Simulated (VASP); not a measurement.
Write the native input for VASP 6.6.1 that does the following.

| Property | Result |
| --- | --- |
| Task | single point |
| Functional | PBEsol |
| Potentials or basis | VASP PAW PBE potentials, release 64 (Au) |
| Cutoff | 520 eV |
| k mesh | 14 × 14 × 8 |
| Occupations | fermi-dirac, width 0.03 eV |
| Spin | no spin polarisation |
| Dipole correction | no |
| Further INCAR settings | ALGO = Normal; EDIFF = 1e-06; NBANDS = 18 |

The structure of Au lies in POSCAR:

```
Au
1.0
    2.9096330274      0.0000000000      0.0000000000
   -1.4548165137      2.5198161175      0.0000000000
    0.0000000000      0.0000000000      4.8962127437
Au
2
Direct
    0.3333333333      0.6666666667      0.7500000000
    0.6666666667      0.3333333333      0.2500000000
```

This cell differs from its parent crystal: volume scaled by 1.01.

The input as run:

INCAR

```
ALGO     = Normal         # electronic algorithm
EDIFF    = 1E-6           # SCF threshold, eV
ENCUT    = 520            # plane-wave cutoff, eV
GGA      = PS             # functional
ISIF     = 2              # what is computed and relaxed
ISMEAR   = -1             # smearing method
LASPH    = T              # aspherical terms in the spheres
LCHARG   = F              # write CHGCAR
LREAL    = F              # projectors in reciprocal space
LWAVE    = F              # write WAVECAR
NBANDS   = 18             # bands
NELM     = 100            # most SCF steps
PREC     = Accurate       # precision mode
SIGMA    = 0.03           # smearing width, eV
```

KPOINTS

```
k-points
0
Gamma
  14 14 8
```

Potentials or basis: VASP PAW PBE potentials, release 64 (Au).

The run is started by

```console
$ cat potpaw_PBE.64/Au/POTCAR > POTCAR
$ mpirun -np 1 vasp_std > vasp.out
```

It gave:

The pressure is -7.8 GPa. The band gap on the k mesh is zero (band 11 reaches 12.13 eV, above the bottom of band 12 at 5.89 eV).

Caveat: the PAW data sets were made with another functional, which shifts forces and pressure a little; spin-orbit coupling is left out, which moves the levels of the heavy elements.

It took 32 s on 1 thread of AMD EPYC 9R45 96-Core Processor (Zen 5), on a shared host, peak memory 0.17 GiB.
